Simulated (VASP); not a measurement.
Runs of VASP 6.6.1 on Ag. The structure is that of space group P6_3/mmc (No. 194), or close to it. The cells are those of the table. This isn't the form of Ag at room conditions, which is fcc.

```tsv
task	level	cell	gap on the mesh (eV)	pressure (GPa)
relaxation of the atoms	PBE	atoms relaxed from a = 2.930, b = 2.930, c = 4.886 Å, angles 90.0, 90.0, 120.0°, 2 atoms	none	-1.4
single point	PBE	a = 2.890, b = 2.890, c = 4.725 Å, angles 90.0, 90.0, 120.0°, 2 atoms	none	4.5
single point	PBE	a = 2.930, b = 2.930, c = 4.838 Å, angles 90.0, 90.0, 120.0°, 2 atoms	none	-0.6
single point	PBE	a = 2.930, b = 2.930, c = 4.646 Å, angles 90.0, 90.0, 120.0°, 2 atoms	none	(b)
relaxation of the atoms	PBE	atoms relaxed from a = 2.969, b = 2.969, c = 4.853 Å, angles 90.0, 90.0, 120.0°, 2 atoms	none	-2.9
single point	PBE	a = 2.930, b = 2.930, c = 4.742 Å, angles 90.0, 90.0, 120.0°, 2 atoms	none	(a)
single point	PBE	a = 2.930, b = 2.930, c = 4.790 Å, angles 90.0, 90.0, 120.0°, 2 atoms	none	0.3
single point	PBE	a = 2.930, b = 2.930, c = 4.694 Å, angles 90.0, 90.0, 120.0°, 2 atoms	none	2.3
single point	PBE	a = 2.870, b = 2.870, c = 4.692 Å, angles 90.0, 90.0, 120.0°, 2 atoms	none	7.1
electric field gradients	PBEsol	a = 2.930, b = 2.930, c = 4.790 Å, angles 90.0, 90.0, 120.0°, 2 atoms	none	-6.4
relaxation of the atoms	PBE	atoms relaxed from a = 2.930, b = 2.930, c = 4.790 Å, angles 90.0, 90.0, 120.0°, 2 atoms	none	0.3
electric field gradients	r2SCAN	a = 2.930, b = 2.930, c = 4.790 Å, angles 90.0, 90.0, 120.0°, 2 atoms	none	-2.5
```

Alike in all rows: potentials or basis VASP PAW PBE potentials, release 64 (Ag); no spin polarisation; k mesh 18 × 18 × 10; cutoff (eV) 520; smearing fermi-dirac 0.05 eV.

Question: Estimate the missing entries.

Answer: (a) 1.3; (b) 3.5.

Caveats: the cell stands under pressure (at least some runs); the PAW data sets were made with another functional, which shifts forces and pressure a little (at least some runs); the cell stands under tension (at least some runs).

A k mesh can miss the band edges, and the runs leave out spin-orbit coupling on Ag.

A gap of «none» marks levels without a gap at the run's occupations.
